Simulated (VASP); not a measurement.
# ScAsS (P4/mmm) in VASP: a series of runs

The runs below take ScAsS through single point, with PBE.

All numbers are computed with VASP 6.6.1; they aren't measurements. Logs are shortened: lines on timing, memory, paths and dates and some standing lists are left out, and cuts for length are marked.

### 1 The cell of the first run

Symmetry: P4/mmm, No. 123, tetragonal system. Conventional cell: a = 3.884 Å, b = 3.884 Å, c = 4.832 Å, α = 90.00°, β = 90.00°, γ = 90.00°. Sc (site symmetry 4/mmm) has 2 S at 2.42 Å and 4 As at 2.75 Å within 3.2 Å. Within 3.7 Å of As (site symmetry 4/mmm) lie 4 Sc at 2.75 Å and 8 S at 3.66 Å. Within 3.2 Å of S (site symmetry 4/mmm) lie 2 Sc at 2.42 Å.

The cell was generated, and may not be a known phase.

### 2 Single point, PBE

INCAR reads:

```
SYSTEM = ScAsS
ALGO = Normal
EDIFF = 1E-6
ENCUT = 520
GGA = PE
ISIF = 2
ISMEAR = 0
LASPH = .TRUE.
LCHARG = .TRUE.
LELF = .TRUE.
LREAL = .FALSE.
LVHAR = .TRUE.
LWAVE = .FALSE.
NBANDS = 18
NELM = 60
PREC = Accurate
SIGMA = 0.1
```

KPOINTS reads:

```
k-points
0
G
  4 4 4
  0 0 0
```

POSCAR reads:

```
ScAsS
1.0
    3.8843898796      0.0000000000      0.0000000000
    0.0000000000      3.8843898796      0.0000000000
    0.0000000000      0.0000000000      4.8315384630
Sc As S
1 1 1
Direct
    0.5000000000      0.5000000000      0.0000000000
    0.0000000000      0.0000000000      0.0000000000
    0.5000000000      0.5000000000      0.5000000000
```

Potentials or basis: VASP PAW PBE potentials, release 64 (Sc_sv, As, S).

Launch:

```
$ cat potpaw_PBE.64/Sc_sv/POTCAR potpaw_PBE.64/As/POTCAR potpaw_PBE.64/S/POTCAR > POTCAR
$ mpirun -np 1 vasp_std > vasp.out
```

OUTCAR:

```text
SYSTEM = ScAsS
   EDIFF = 1E-6
   ENCUT = 520
   GGA = PE
   ISIF = 2
   ISMEAR = 0
   LASPH = .TRUE.
   LREAL = .FALSE.
   NELM = 60
   PREC = Accurate

 ion  position               nearest neighbor table
   1  0.500  0.500  0.000-   3 2.42   3 2.42   2 2.75   2 2.75   2 2.75   2 2.75
   2  0.000  0.000  0.000-   1 2.75   1 2.75   1 2.75   1 2.75
   3  0.500  0.500  0.500-   1 2.42   1 2.42

  LATTYP: Found a simple tetragonal cell.
 ALAT       =     3.8843898796
 C/A-ratio  =     1.2438345822

  Lattice vectors:

 A1 = (   3.8843898796,   0.0000000000,   0.0000000000)
 A2 = (   0.0000000000,   3.8843898796,   0.0000000000)
 A3 = (   0.0000000000,   0.0000000000,   4.8315384630)

Analysis of symmetry for initial positions (statically):
=====================================================================
 Subroutine PRICEL returns:
 Original cell was already a primitive cell.

 Routine SETGRP: Setting up the symmetry group for a
 simple tetragonal supercell.

 Subroutine GETGRP returns: Found 16 space group operations
 (whereof 16 operations were pure point group operations)
 out of a pool of 16 trial point group operations.

The static configuration has the point symmetry D_4h.

Analysis of symmetry for dynamics (positions and initial velocities):
=====================================================================
 Subroutine PRICEL returns:
 Original cell was already a primitive cell.

 Routine SETGRP: Setting up the symmetry group for a
 simple tetragonal supercell.

 Subroutine GETGRP returns: Found 16 space group operations
 (whereof 16 operations were pure point group operations)
 out of a pool of 16 trial point group operations.

The dynamic configuration has the point symmetry D_4h.

 Subroutine INISYM returns: Found 16 space group operations
 (whereof 16 operations are pure point group operations),
 and found     1 'primitive' translations

----------------------------------------------------------------------------------------

                                     Primitive cell

  volume of cell :      72.9006

  direct lattice vectors                    reciprocal lattice vectors
     3.884389880  0.000000000  0.000000000     0.257440687  0.000000000  0.000000000
     0.000000000  3.884389880  0.000000000     0.000000000  0.257440687  0.000000000
     0.000000000  0.000000000  4.831538463     0.000000000  0.000000000  0.206973412

  length of vectors
     3.884389880  3.884389880  4.831538463     0.257440687  0.257440687  0.206973412

  position of ions in fractional coordinates (direct lattice)
     0.500000000  0.500000000  0.000000000
     0.000000000  0.000000000  0.000000000
     0.500000000  0.500000000  0.500000000

  ion indices of the primitive-cell ions
   primitive index   ion index
                 1           1
                 2           2
                 3           3

----------------------------------------------------------------------------------------

 KPOINTS: k-points

Automatic generation of k-mesh.
 Grid dimensions read from file:
 generate k-points for:    4    4    4

 Generating k-lattice:

  Cartesian coordinates                     Fractional coordinates (reciprocal lattice)
     0.064360172  0.000000000  0.000000000     0.250000000  0.000000000  0.000000000
     0.000000000  0.064360172  0.000000000     0.000000000  0.250000000  0.000000000
     0.000000000  0.000000000  0.051743353     0.000000000  0.000000000  0.250000000

  Length of vectors
     0.064360172  0.064360172  0.051743353

  Shift w.r.t. Gamma in fractional coordinates (k-lattice)
     0.000000000  0.000000000  0.000000000

 Subroutine IBZKPT returns following result:
 ===========================================

 Found     18 irreducible k-points:

 Following reciprocal coordinates:
            Coordinates               Weight
  0.000000  0.000000  0.000000      1.000000
  0.250000  0.000000  0.000000      4.000000
  0.500000  0.000000  0.000000      2.000000
  0.250000  0.250000  0.000000      4.000000
  0.500000  0.250000  0.000000      4.000000
  0.500000  0.500000  0.000000      1.000000
[... 10 lines left out ...]
  0.500000  0.250000  0.500000      4.000000
  0.500000  0.500000  0.500000      1.000000
   k-points           NKPTS =     18   k-points in BZ     NKDIM =     18   number of bands    NBANDS=     18
   number of dos      NEDOS =    301   number of ions     NIONS =      3
   total plane-waves  NPLWV =  32400
   dimension x,y,z NGX =    30 NGY =   30 NGZ =   36
   dimension x,y,z NGXF=    60 NGYF=   60 NGZF=   72
   ions per type =               1   1   1
   NGX,Y,Z   is equivalent  to a cutoff of  12.84, 12.84, 12.39 a.u.
   NGXF,Y,Z  is equivalent  to a cutoff of  25.68, 25.68, 24.77 a.u.
 SYSTEM =  ScAsS
   PREC   = accura    normal or accurate (medium, high low for compatibility)
   ISTART =      0    job   : 0-new  1-cont  2-samecut
   ICHARG =      2    charge: 1-file 2-atom 10-const
   ISPIN  =      1    spin polarized calculation?
   LNONCOLLINEAR =      F non collinear calculations
   LSORBIT =      F    spin-orbit coupling
   LASPH  =      T    aspherical Exc in radial PAW
   ENCUT  =  520.0 eV  38.22 Ry    6.18 a.u.   7.22  7.22  8.98*2*pi/ulx,y,z
   NELM   =     60;   NELMIN=  2; NELMDL= -5     # of ELM steps
   EDIFF  = 0.1E-05   stopping-criterion for ELM
   LREAL  =      F    real-space projection
   EDIFFG = 0.1E-04   stopping-criterion for IOM
   NSW    =      0    number of steps for IOM
   IBRION =     -1    ionic relax: 0-MD 1-quasi-New 2-CG
   NFREE  =      0    steps in history (QN), initial steepest desc. (CG)
   ISIF   =      2    stress and relaxation
   ISYM   =      2    0-nonsym 1-usesym 2-fastsym
   POTIM  = 0.5000    time-step for ionic-motion
   TEBEG  =    0.0;   TEEND  =   0.0 temperature during run
   PSTRESS=    0.0 pullay stress
   NELECT =      22.0000    total number of electrons
   NUPDOWN=      -1.0000    fix difference up-down
   EMIN   =  10.00;   EMAX   =-10.00  energy-range for DOS
   EFERMI =   0.00;   METHOD = LEGACY
   ISMEAR =     0;   SIGMA  =   0.10  broadening in eV -4-tet -1-fermi 0-gaus
   EFERMI_NEDOS =   21; number of points for ismear=-14 and -15
   IALGO  =     38    algorithm
   IMIX   =      4    mixing-type and parameters
     AMIX     =   0.40;   BMIX     =  1.00
     AMIX_MAG =   1.60;   BMIX_MAG =  1.00
  volume/ion in A,a.u.               =      24.30       163.99
  Fermi-wavevector in a.u.,A,eV,Ry     =   1.098092  2.075093 16.405985  1.205806
  Thomas-Fermi vector in A             =   2.234463
   LORBIT       =      0    0 simple, 1 ext, 2 COOP (PROOUT), +10 PAW based schemes
   GGA     = PE    functional components
   LHFCALC =     F    Hartree Fock is set to
   AEXX    =    0.0000 exact exchange contribution
   IVDW    =     0    specifies the selected vdW correction
   LEPSILON=     F    determine dielectric tensor
   LRPA    =     F    only Hartree local field effects (RPA)
 non-spin polarized calculation
 Gauss-broadening in eV      SIGMA  =   0.10
  energy-cutoff  :      520.00
  volume of cell :       72.90
 maximum number of plane-waves:      1992
 NGX is ok and might be reduce to    30
   NGX = 15   NGY = 15   NGZ = 17

 number of electron      21.9999999 magnetization

 Free energy of the ion-electron system (eV)
  ---------------------------------------------------
  ext. energy  EPLUGINS =         0.00000000
  ---------------------------------------------------
  free energy    TOTEN  =       -16.95104541 eV

  energy without entropy =      -16.93795952  energy(sigma->0) =      -16.94450246

 E-fermi :   2.6286     XC(G=0):  -9.2426

 val. band max:        2.6254579771   @ k =   0.5000   0.5000   0.2500
 cond. band min:       2.7088940926   @ k =   0.2500   0.0000   0.0000
 fundamental gap:      0.0834361154
 Fermi energy:         2.6285875125

 k-point     1 :       0.0000    0.0000    0.0000
  band No.  band energies     occupation
      1     -46.1416      2.00000
      2     -24.8003      2.00000
      3     -24.7986      2.00000
      4     -24.7986      2.00000
      5      -9.4389      2.00000
      6      -7.3775      2.00000
[... 10 lines left out ...]
     17       6.0526      0.00000
     18       8.2012      0.00000

 k-point     2 :       0.2500    0.0000    0.0000
  band No.  band energies     occupation
      1     -46.1404      2.00000
      2     -24.8230      2.00000
      3     -24.7984      2.00000
      4     -24.7946      2.00000
      5      -9.2241      2.00000
      6      -7.2402      2.00000
[... 10 lines left out ...]
     17       7.0565      0.00000
     18       9.3147      0.00000

 k-point     3 :       0.5000    0.0000    0.0000
  band No.  band energies     occupation
      1     -46.1393      2.00000
      2     -24.8471      2.00000
      3     -24.7965      2.00000
      4     -24.7905      2.00000
      5      -8.9859      2.00000
      6      -7.0967      2.00000
[... 10 lines left out ...]
     17       8.9856      0.00000
     18       9.3489      0.00000

 k-point     4 :       0.2500    0.2500    0.0000
  band No.  band energies     occupation
      1     -46.1392      2.00000
      2     -24.8190      2.00000
      3     -24.8175      2.00000
      4     -24.7966      2.00000
      5      -9.0609      2.00000
      6      -7.1456      2.00000
[... 10 lines left out ...]
     17       6.9836      0.00000
     18      10.0775      0.00000

 k-point     5 :       0.5000    0.2500    0.0000
  band No.  band energies     occupation
      1     -46.1380      2.00000
      2     -24.8418      2.00000
      3     -24.8136      2.00000
      4     -24.7948      2.00000
      5      -8.8826      2.00000
      6      -7.0524      2.00000
[... 10 lines left out ...]
     17       7.1745      0.00000
     18       9.8025      0.00000

 k-point     6 :       0.5000    0.5000    0.0000
  band No.  band energies     occupation
      1     -46.1368      2.00000
      2     -24.8365      2.00000
      3     -24.8365      2.00000
      4     -24.7932      2.00000
      5      -8.7741      2.00000
      6      -7.0060      2.00000
[... 10 lines left out ...]
     17       6.5380      0.00000
     18       8.4627      0.00000

 k-point     7 :       0.0000    0.0000    0.2500
  band No.  band energies     occupation
      1     -46.1414      2.00000
      2     -24.8092      2.00000
      3     -24.7985      2.00000
      4     -24.7985      2.00000
      5      -9.1664      2.00000
      6      -7.5274      2.00000
[... 10 lines left out ...]
     17       6.6543      0.00000
     18       9.2462      0.00000

 k-point     8 :       0.2500    0.0000    0.2500
  band No.  band energies     occupation
      1     -46.1403      2.00000
      2     -24.8227      2.00000
      3     -24.8072      2.00000
      4     -24.7944      2.00000
      5      -8.9780      2.00000
      6      -7.3083      2.00000
[... 10 lines left out ...]
     17       7.9183      0.00000
     18       9.9691      0.00000
[... 103 lines left out ...]
     17       6.8841      0.00000
     18      10.2084      0.00000

 k-point    14 :       0.2500    0.0000    0.5000
  band No.  band energies     occupation
      1     -46.1401      2.00000
      2     -24.8226      2.00000
      3     -24.8160      2.00000
      4     -24.7942      2.00000
      5      -8.6697      2.00000
      6      -7.4340      2.00000
[... 10 lines left out ...]
     17       8.4605      0.00000
     18       9.9509      0.00000

 k-point    15 :       0.5000    0.0000    0.5000
  band No.  band energies     occupation
      1     -46.1390      2.00000
      2     -24.8466      2.00000
      3     -24.8138      2.00000
      4     -24.7902      2.00000
      5      -8.5442      2.00000
      6      -7.0000      2.00000
[... 10 lines left out ...]
     17       8.5896      0.00000
     18       9.0387      0.00000

 k-point    16 :       0.2500    0.2500    0.5000
  band No.  band energies     occupation
      1     -46.1389      2.00000
      2     -24.8186      2.00000
      3     -24.8171      2.00000
      4     -24.8140      2.00000
      5      -8.5623      2.00000
      6      -7.2176      2.00000
[... 10 lines left out ...]
     17       9.4062      0.00000
     18      10.3927      0.00000

 k-point    17 :       0.5000    0.2500    0.5000
  band No.  band energies     occupation
      1     -46.1377      2.00000
      2     -24.8413      2.00000
      3     -24.8132      2.00000
      4     -24.8120      2.00000
      5      -8.4473      2.00000
      6      -6.9769      2.00000
[... 10 lines left out ...]
     17       7.6802      0.00000
     18      10.4463      0.00000

 k-point    18 :       0.5000    0.5000    0.5000
  band No.  band energies     occupation
      1     -46.1365      2.00000
      2     -24.8361      2.00000
      3     -24.8361      2.00000
      4     -24.8102      2.00000
      5      -8.3444      2.00000
      6      -6.9532      2.00000
[... 10 lines left out ...]
     17       6.5817      0.00000
     18      12.2312      0.00000

------------------------ aborting loop because EDIFF is reached ----------------------------------------

  FORCE on cell =-STRESS in cart. coord.  units (eV):
  Direction    XX          YY          ZZ          XY          YZ          ZX
  --------------------------------------------------------------------------------------
  -------------------------------------------------------------------------------------
  Total        0.0105982      0.0105982      0.1772195      0.0000000      0.0000000      0.0000000
  in kB        0.2329231      0.2329231      3.8948528      0.0000000      0.0000000      0.0000000
  external PRESSURE =       1.4535663 kB  Pullay stress =       0.0000000 kB

 VOLUME and BASIS-vectors are now :
 -----------------------------------------------------------------------------
  energy-cutoff  :      520.00
  volume of cell :       72.90
      direct lattice vectors                 reciprocal lattice vectors
     3.884389880  0.000000000  0.000000000     0.257440687  0.000000000  0.000000000
     0.000000000  3.884389880  0.000000000     0.000000000  0.257440687  0.000000000
     0.000000000  0.000000000  4.831538463     0.000000000  0.000000000  0.206973412

 POSITION                                       TOTAL-FORCE (eV/Angst)
 -----------------------------------------------------------------------------------
      1.94219      1.94219      0.00000         0.000000      0.000000      0.000000
      0.00000      0.00000      0.00000         0.000000      0.000000      0.000000
      1.94219      1.94219      2.41577         0.000000      0.000000      0.000000
 -----------------------------------------------------------------------------------
    total drift:                                0.000000      0.000000      0.000000

  FREE ENERGIE OF THE ION-ELECTRON SYSTEM (eV)
  ---------------------------------------------------
  free  energy   TOTEN  =       -16.9510454125 eV

  energy  without entropy=      -16.9379595165  energy(sigma->0) =      -16.94450246
```

Wall time 10 s (1 thread of AMD EPYC 9R45 (Zen 5), shared host); peak memory 0.16 GiB.

What came out:

```
Free energy            : -16.9510 eV
Pressure               : 0.1 GPa
Band gap on the k mesh : zero (bands 11 and 12 overlap by 1.57 eV)
```

Caveat: the k points lie up to 0.40 Å⁻¹ apart, too coarse for converged energies and pressures of a metal.

### 3 Single point, PBE

This run uses another cell than the first one, of 26.78 Å³/atom.

INCAR reads:

```
SYSTEM = ScAsS
PREC = Accurate ; ENCUT = 520
EDIFF = 1E-7 ; ISMEAR = 0
SIGMA = 0.1 ; LREAL = .FALSE.
LASPH = .TRUE. ; NELM = 60
ALGO = Normal ; ISIF = 2
LWAVE = .FALSE. ; LCHARG = .FALSE.
GGA = PE ; NBANDS = 18
```

KPOINTS reads:

```
Automatic mesh
0
G
  4 4 4
  0 0 0
```

POSCAR reads:

```
ScAsS
1.0
    4.3707441800      0.0000000000      0.0000000000
    0.0000000000      4.3707441800      0.0000000000
    0.0000000000      0.0000000000      4.2058614900
Sc As S
1 1 1
Direct
    0.5000000000      0.5000000000      0.0000000000
    0.0000000000      0.0000000000      0.0000000000
    0.5000000000      0.5000000000      0.5000000000
```

Potentials or basis: VASP PAW PBE potentials, release 64 (Sc_sv, As, S).

Launch:

```
$ cat potpaw_PBE.64/Sc_sv/POTCAR potpaw_PBE.64/As/POTCAR potpaw_PBE.64/S/POTCAR > POTCAR
$ mpirun -np 1 vasp_std > vasp.out
```

Wall time 12 s (1 thread of AMD EPYC 9R45 (Zen 5), shared host); peak memory 0.17 GiB.

Results (log left out):

```yaml
Free_energy: -14.8369 eV
Pressure: 10.4 GPa
Band_gap_on_the_k_mesh: zero (bands 11 and 12 overlap by 1.66 eV)
```

Stress tensor (GPa, compression positive):
```
-7.54  0.00  0.00
 0.00 -7.54  0.00
 0.00  0.00 46.37
```

Levels at points of the mesh, in eV from the Fermi level:
| k point | band 8 | band 9 | band 10 | band 11 | band 12 | band 13 | band 14 | band 15 |
| --- | --- | --- | --- | --- | --- | --- | --- | --- |
| (0.00, 0.00, 0.00) | -1.88 | -1.17 | 0.88 | 0.88 | 1.33 | 1.40 | 1.97 | 1.97 |
| (0.50, 0.00, 0.00) | -1.90 | -1.36 | -0.79 | -0.68 | 0.11 | 2.03 | 2.77 | 3.02 |
| (0.50, 0.50, 0.00) | -3.15 | -0.55 | 0.48 | 0.48 | 0.99 | 1.62 | 1.62 | 2.53 |
| (0.00, 0.00, 0.50) | -2.44 | -2.44 | -0.97 | 0.17 | 0.17 | 1.79 | 2.62 | 3.03 |
| (0.50, 0.00, 0.50) | -3.63 | -2.34 | -1.86 | -0.54 | 0.44 | 3.19 | 4.93 | 5.03 |
| (0.50, 0.50, 0.50) | -3.04 | -3.04 | -1.30 | -1.30 | -0.78 | 3.14 | 3.34 | 3.40 |

Caveat: the k points lie up to 0.37 Å⁻¹ apart, too coarse for converged energies and pressures of a metal.

The gap in the log of VASP goes by the Fermi energy; the results here count the filled bands.